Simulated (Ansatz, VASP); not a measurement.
MgTe: VASP beside Ansatz

```
Mg Te
1.0
     4.62770    0.00000    0.00000
    -2.31385    4.00770    0.00000
     0.00000    0.00000    7.45615
Mg Te
2 2
Direct
  0.33333 0.66667 0.00334
  0.66667 0.33333 0.50334
  0.33333 0.66667 0.38166
  0.66667 0.33333 0.88166
```

Alike in both runs: task single point; functional PBE; k mesh 4 × 4 × 2; occupations fermi-dirac, width 0.01 eV; no spin polarisation.

|  | VASP | Ansatz |
| --- | --- | --- |
| version | VASP 6.6.1 | Ansatz 0.2.0 |
| potentials or method | VASP PAW PBE potentials, release 64 (Mg, Te), cutoff 600 eV | plane waves, PAW |
| valence electrons in the cell | 16 | 52 |

Ansatz gave:

| Property | Result |
| --- | --- |
| pressure (GPa) | 0.0 |
| traceless stress, the component that is largest in VASP (GPa) | 0.11 |

Problem. Estimate VASP's values.

Solution. Pressure (GPa): -0.1; traceless stress, the component that is largest in VASP (GPa): 0.12.

VASP's potentials hold 16 valence electrons a cell and Ansatz's 52, so a difference there can come from the potentials and not from the codes.

The k mesh is coarse, so the values compare programs but aren't converged. Spin-orbit coupling is off throughout.
